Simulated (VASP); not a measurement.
# NaI (Fm-3m) in VASP: further runs, part 3 of 3

VASP 6.6.1.

### 5 Single point, r2SCAN

This run uses another cell than the first one, of 35.83 Å³/atom.

Contents of POSCAR:

```
NaI
1.0
    0.0000000000      3.2968610500      3.2968610500
    3.2968610500      0.0000000000      3.2968610500
    3.2968610500      3.2968610500      0.0000000000
Na I
1 1
Direct
    0.0000000000      0.0000000000      0.0000000000
    0.5000000000      0.5000000000      0.5000000000
```

Contents of INCAR.step1:

```
ALGO     = Normal         # electronic algorithm
EDIFF    = 1E-4           # SCF threshold, eV
ENCUT    = 520            # plane-wave cutoff, eV
GGA      = PE             # functional
ISMEAR   = -1             # smearing method
LASPH    = T              # aspherical terms in the spheres
LCHARG   = F              # write CHGCAR
LREAL    = F              # projectors in reciprocal space
LWAVE    = T              # write WAVECAR
NBANDS   = 14             # bands
NELM     = 60             # most SCF steps
PREC     = Accurate       # precision mode
SIGMA    = 0.02           # smearing width, eV
```

Contents of INCAR.step2:

```
ALGO     = Normal         # electronic algorithm
EDIFF    = 1E-7           # SCF threshold, eV
ENCUT    = 520            # plane-wave cutoff, eV
ISIF     = 2              # what is computed and relaxed
ISMEAR   = -1             # smearing method
ISTART   = 1            
LASPH    = T              # aspherical terms in the spheres
LCHARG   = F              # write CHGCAR
LMIXTAU  = T            
LREAL    = F              # projectors in reciprocal space
LWAVE    = F              # write WAVECAR
METAGGA  = R2SCAN         # meta-GGA
NBANDS   = 14             # bands
NELM     = 60             # most SCF steps
PREC     = Accurate       # precision mode
SIGMA    = 0.02           # smearing width, eV
```

Contents of KPOINTS:

```
k-points
0
Gamma
  8 8 8
```

Started as:

```console
> cat potpaw_PBE.64/Na_pv/POTCAR potpaw_PBE.64/I/POTCAR > POTCAR
> cp INCAR.step1 INCAR
> mpirun -np 1 vasp_std > vasp.out
> cp INCAR.step2 INCAR
> mpirun -np 1 vasp_std > vasp.out
```

It took 3.1 min on 1 thread of Intel Xeon 8259CL, shared host; peak memory 0.23 GiB.

Results (log left out):

```yaml
Free_energy: -31.0712 eV
Pressure: -1.0 GPa
Band_gap_on_the_k_mesh: 4.28 eV
```

Levels at points of the mesh, in eV from the valence-band top:
```csv
k point,band 5,band 6,band 7,band 8,band 9,band 10
"(0.00, 0.00, 0.00)",0.00,0.00,0.00,4.28,8.47,8.47
"(0.50, 0.00, 0.00)",-1.99,-0.26,-0.26,5.67,8.02,8.02
"(0.50, 0.50, 0.00)",-1.76,-0.69,-0.69,5.19,6.11,10.35
```

Caveat: the PAW data sets were made with another functional, which shifts forces and pressure a little; spin-orbit coupling is left out, which moves the levels of the heavy elements.

### 6 Relaxation of cell and atoms, r2SCAN

This run uses another cell than the first one, of 33.90 Å³/atom.

Contents of POSCAR:

```
NaI
1.0
    0.0000000000      3.2364000000      3.2364000000
    3.2364000000      0.0000000000      3.2364000000
    3.2364000000      3.2364000000      0.0000000000
Na I
1 1
Direct
    0.0000000000      0.0000000000      0.0000000000
    0.5000000000      0.5000000000      0.5000000000
```

Contents of INCAR.step1:

```
  PREC = Accurate
  ENCUT = 600
  ISMEAR = -1
  SIGMA = 0.02
  LREAL = False
  LASPH = True
  NELM = 100
  GGA = PE
  ALGO = Normal
  EDIFF = 1E-4
  LWAVE = True
  LCHARG = False
```

Contents of INCAR.step2:

```
  PREC = Accurate
  ENCUT = 600
  EDIFF = 1E-6
  ISMEAR = -1
  SIGMA = 0.02
  LREAL = False
  LASPH = True
  NELM = 100
  ALGO = Normal
  ISIF = 3
  LWAVE = False
  LCHARG = False
  METAGGA = R2SCAN
  LMIXTAU = True
  IBRION = 2
  NSW = 80
  EDIFFG = -0.01
  ISTART = 1
```

Contents of KPOINTS:

```
regular mesh
0
Gamma
  8 8 8
```

Potentials or basis: VASP PAW PBE potentials, release 64 (Na_pv, I).

Started as:

```console
> cat potpaw_PBE.64/Na_pv/POTCAR potpaw_PBE.64/I/POTCAR > POTCAR
> cp INCAR.step1 INCAR
> mpirun -np 1 vasp_std > vasp.out
> cp INCAR.step2 INCAR
> mpirun -np 1 vasp_std > vasp.out
```

Run time: 11 min. Hardware: 1 thread of Intel Xeon 8259CL, shared host; peak memory 0.28 GiB.

The run converged. Its results:

| Property | Result |
| --- | --- |
| Free energy | -31.0870 eV |
| Relaxed volume | 33.46 Å³/atom |
| Relaxed cell | a = 4.557 Å, b = 4.557 Å, c = 4.557 Å, α = 60.00°, β = 60.00°, γ = 60.00° |
| Space group after relaxing (to 0.1 Å) | Fm-3m (No. 225) |
| Energy gained by relaxing | 0.4 meV/atom |
| Ionic steps | 4 |
| Pressure after relaxing | 0.0 GPa |
| Band gap on the k mesh | 4.48 eV |

The path:
| step | energy change (eV) | largest force (eV/Å) | pressure (GPa) | volume (Å³) |
| --- | --- | --- | --- | --- |
| 1 | 0.0000 | 0.0000 | -0.21 | 67.80 |
| 2 | -0.0005 | 0.0000 | -0.11 | 67.36 |
| 3 | -0.0006 | 0.0000 | -0.09 | 67.21 |
| 4 | -0.0008 | 0.0000 | 0.01 | 66.91 |

Final structure:
```cif
data_structure
_symmetry_space_group_name_H-M 'P 1'
_symmetry_Int_Tables_number 1
_cell_length_a 4.5569
_cell_length_b 4.5569
_cell_length_c 4.5569
_cell_angle_alpha 60.000
_cell_angle_beta 60.000
_cell_angle_gamma 60.000
_cell_volume 66.91
loop_
_atom_site_label
_atom_site_type_symbol
_atom_site_fract_x
_atom_site_fract_y
_atom_site_fract_z
_atom_site_occupancy
Na1 Na 0.00000 0.00000 0.00000 1
I1 I 0.50000 0.50000 0.50000 1
```

Levels at points of the mesh, in eV from the valence-band top:
```
           k point  band 5  band 6  band 7  band 8  band 9  band 10
(0.00, 0.00, 0.00)    0.00    0.00    0.00    4.48    8.47     8.47
(0.50, 0.00, 0.00)   -2.23   -0.31   -0.31    5.70    8.08     8.08
(0.50, 0.50, 0.00)   -1.98   -0.78   -0.78    5.24    6.00    10.82
```

Caveat: the PAW data sets were made with another functional, which shifts forces and pressure a little; spin-orbit coupling is left out, which moves the levels of the heavy elements. r2SCAN opens gaps a little over a GGA but as a rule still falls short of measured ones.

### 7 Single point, r2SCAN, non-collinear spin, zero start, spin-orbit coupling

Contents of POSCAR:

```
NaI
1.0
    0.0000000000      3.2334440900      3.2334440900
    3.2334440900      0.0000000000      3.2334440900
    3.2334440900      3.2334440900      0.0000000000
Na I
1 1
Direct
    0.0000000000      0.0000000000      0.0000000000
    0.5000000000      0.5000000000      0.5000000000
```

Contents of INCAR.step1:

```
PREC = Accurate ; ENCUT = 520
ISMEAR = -1 ; SIGMA = 0.02
LREAL = F ; LASPH = T
NELM = 150 ; MAGMOM = 0 0 0 0 0 0
LSORBIT = T ; GGA_COMPAT = F
NBANDS = 26 ; GGA = PE
ALGO = Normal ; EDIFF = 1E-4
LWAVE = T ; LCHARG = F
```

Contents of INCAR.step2:

```
PREC = Accurate ; ENCUT = 520
EDIFF = 1E-6 ; ISMEAR = -1
SIGMA = 0.02 ; LREAL = F
LASPH = T ; NELM = 150
ALGO = Normal ; ISIF = 2
LWAVE = F ; LCHARG = F
MAGMOM = 0 0 0 0 0 0 ; LORBIT = 11
LSORBIT = T ; GGA_COMPAT = F
LORBMOM = T ; METAGGA = R2SCAN
LMIXTAU = T ; NBANDS = 26
ISTART = 1
```

Contents of KPOINTS:

```
Automatic mesh
0
Gamma
  8 8 8
```

Started as:

```console
> cat potpaw_PBE.64/Na_pv/POTCAR potpaw_PBE.64/I/POTCAR > POTCAR
> cp INCAR.step1 INCAR
> mpirun -np 1 vasp_ncl > vasp.out
> cp INCAR.step2 INCAR
> mpirun -np 1 vasp_ncl > vasp.out
```

Run time: 18 min. Hardware: 1 thread of Intel Xeon 8259CL, shared host; peak memory 0.5 GiB.

It converged, with:

* Free energy: -31.2003 eV
* Pressure: -0.1 GPa
* Net moment: 0.00 μB per cell
* Valence electrons inside the program's atomic spheres: Na 6.01; I 4.39

Moments on the atoms (μB; x, y, z):
```
Na  0.00 0.00 0.00
I   0.00 0.00 0.00
```

Caveat: the PAW data sets were made with another functional, which shifts forces and pressure a little.

### 8 The runs side by side

```tsv
task	spin	cell	cutoff (eV)	gap on the mesh (eV)	pressure (GPa)
single point	off	a = 4.573 Å, angles 60.0°, 2 atoms	520	4.45	-0.1
single point	off	a = 4.603 Å, angles 60.0°, 2 atoms	520	4.39	-0.4
single point	off	a = 4.633 Å, angles 60.0°, 2 atoms	520	4.33	-0.7
single point	off	a = 4.662 Å, angles 60.0°, 2 atoms	520	4.28	-1.0
relaxation of cell and atoms	off	relaxed from a = 4.577 Å, angles 60.0°, 2 atoms	600	4.48	0.0
single point	non-collinear, zero start, SOC	a = 4.573 Å, angles 60.0°, 2 atoms	520	-	-0.1
```

Alike in all rows: level r2SCAN; potentials or basis VASP PAW PBE potentials, release 64 (Na_pv, I); k mesh 8 × 8 × 8; smearing fermi-dirac 0.02 eV.

Caveats: the PAW data sets were made with another functional, which shifts forces and pressure a little; spin-orbit coupling is left out, which moves the levels of the heavy elements (at least some runs).

Absolute energies hang on the potentials; compare differences alone.
